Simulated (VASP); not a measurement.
Here is a VASP 6.6.1 calculation.

Contents of INCAR:

```
PREC = Accurate
ENCUT = 520
EDIFF = 1E-6
ISMEAR = 0
SIGMA = 0.15
LREAL = F
LASPH = T
NELM = 80
ALGO = Fast
ISIF = 2
LWAVE = F
LCHARG = F
GGA = PS
NBANDS = 18
```

KPOINTS

```
Automatic mesh
0
Gamma
  16 16 16
```

POSCAR

```
ZnCu
1.0
    2.9008250000      0.0000000000      0.0000000000
    0.0000000000      2.9008250000      0.0000000000
    0.0000000000      0.0000000000      3.0333500000
Zn Cu
1 1
Direct
    0.5000000000      0.5000000000      0.5000000000
    0.0000000000      0.0000000000      0.0000000000
```

Potentials or basis: VASP PAW PBE potentials, release 64 (Zn, Cu).

Run with:

```bash
$ cat potpaw_PBE.64/Zn/POTCAR potpaw_PBE.64/Cu/POTCAR > POTCAR
$ mpirun -np 1 vasp_std > vasp.out
```

Task: Predict the pressure.

Result: -3.6 GPa.

Task: Predict the band gap on the k mesh.

Result: Zero (an odd number of electrons rules out a gap without spin polarisation).

Stress tensor (GPa, compression positive):
```
-3.54  0.00  0.00
 0.00 -3.54  0.00
 0.00  0.00 -3.84
```

Caveat: the cell differs from its parent crystal (strain -0.015 along x and y, +0.030 along z); the cell stands under tension; the PAW data sets were made with another functional, which shifts forces and pressure a little.
